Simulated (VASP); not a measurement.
Wanted: the native input for a VASP 6.6.1 run.

```yaml
Task: single point
Functional: LDA
Potentials_or_basis: VASP PAW LDA potentials, release 64 (Si)
Cutoff: 520 eV
k_mesh: 8 × 8 × 4
Occupations: fermi-dirac, width 0.05 eV
Spin: no spin polarisation
Dipole_correction: no
Further_INCAR_settings: ALGO = Normal; EDIFF = 1e-06; NBANDS = 16
```

The structure of Si lies in POSCAR:

```
Si
1.0
    3.8056031457      0.0000000000      0.0000000000
   -1.9028015729      3.2957490010      0.0000000000
    0.0000000000      0.0000000000      6.2901199008
Si
4
Direct
    0.6666666667      0.3333333333      0.9369905000
    0.3333333333      0.6666666667      0.4369905000
    0.6666666667      0.3333333333      0.5630095000
    0.3333333333      0.6666666667      0.0630095000
```

These files were run (other wordings do the same):

INCAR

```
PREC = Accurate ; ENCUT = 520
EDIFF = 1E-6 ; ISMEAR = -1
SIGMA = 0.05 ; LREAL = F
LASPH = T ; NELM = 60
ALGO = Normal ; ISIF = 2
LWAVE = F ; LCHARG = F
GGA = CA ; NBANDS = 16
```

KPOINTS

```
regular mesh
0
Gamma
  8 8 4
```

Potentials or basis: VASP PAW LDA potentials, release 64 (Si).

Run with:

```bash
$ cat potpaw_LDA.64/Si/POTCAR > POTCAR
$ mpirun -np 1 vasp_std > vasp.out
```

Results of the run:

The pressure is -0.1 GPa. The largest force is 0.007 eV/Å and the band gap on the k mesh is 0.27 eV, indirect (least direct gap 0.98 eV).

Wall time 11 s on 1 thread of Intel(R) Xeon(R) 6975P-C (Granite Rapids), with other jobs on the host, peak memory 0.16 GiB.
